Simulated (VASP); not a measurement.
Input of a VASP 6.6.1 run:

File INCAR:

```
  ALGO = Normal
  EDIFF = 1E-7
  ENCUT = 520
  ISIF = 2
  ISMEAR = 0
  LASPH = True
  LCHARG = False
  LREAL = False
  LWAVE = False
  NBANDS = 22
  NELM = 60
  PREC = Accurate
  SIGMA = 0.02
```

File KPOINTS:

```
k-points
0
Gamma
  9 9 9
```

POSCAR

```
I
1.0
    3.0753728011     -2.0084752325      0.0000000000
    3.0753728011      2.0084752325      0.0000000000
    0.0000000000      0.0000000000      9.1661707722
I
4
Direct
    0.7984839285      0.2015160715      0.8759646326
    0.2984839285      0.7015160715      0.6240353674
    0.2015160715      0.7984839285      0.1240353674
    0.7015160715      0.2984839285      0.3759646326
```

Potentials or basis: VASP PAW LDA potentials, release 64 (I).

Launch:

```sh
$ cat potpaw_LDA.64/I/POTCAR > POTCAR
$ mpirun -np 1 vasp_std > vasp.out
```

Predict the pressure.

9.9 GPa.

Predict the band gap on the k mesh.

0.11 eV (least direct gap 0.73 eV).

Forces in eV/Å, atoms in the order of the input:
```
I    0.000 -0.003  0.005
I    0.000 -0.003 -0.005
I    0.000  0.003 -0.005
I    0.000  0.003  0.005
```

Caveat: the cell stands under pressure; spin-orbit coupling is left out, which moves the levels of the heavy elements. A k mesh can miss the band edges.
